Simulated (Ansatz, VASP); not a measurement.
One calculation of Al, two programs

```
CELL_PARAMETERS angstrom
0.00000 2.01997 2.01997
2.01997 0.00000 2.01997
2.01997 2.01997 0.00000
ATOMIC_POSITIONS crystal
Al 0.00000 0.00000 0.00000
```

Alike in both runs: task relaxation of cell and atoms; functional PBE; k mesh 18 × 18 × 18; occupations fermi-dirac, width 0.08 eV; no spin polarisation.

|  | VASP | Ansatz |
| --- | --- | --- |
| version | VASP 6.6.1 | Ansatz 0.2.0 |
| potentials or method | VASP PAW PBE potentials, release 64 (Al) | PAW with Ansatz's default frozen-core files, scalar-relativistic |
| plane-wave cutoff (eV) | 600 | 420 |
| valence electrons in the cell | 3 | 3 |

```tsv
	VASP	Ansatz	Ansatz less VASP
relaxed volume (Å³/atom)	16.48	16.50	+0.014
relaxed cell length with the largest relative difference (Å)	2.857	2.857	+0.0008
```

Noted on VASP's run: the relaxation stopped at its first step, so nothing moved.
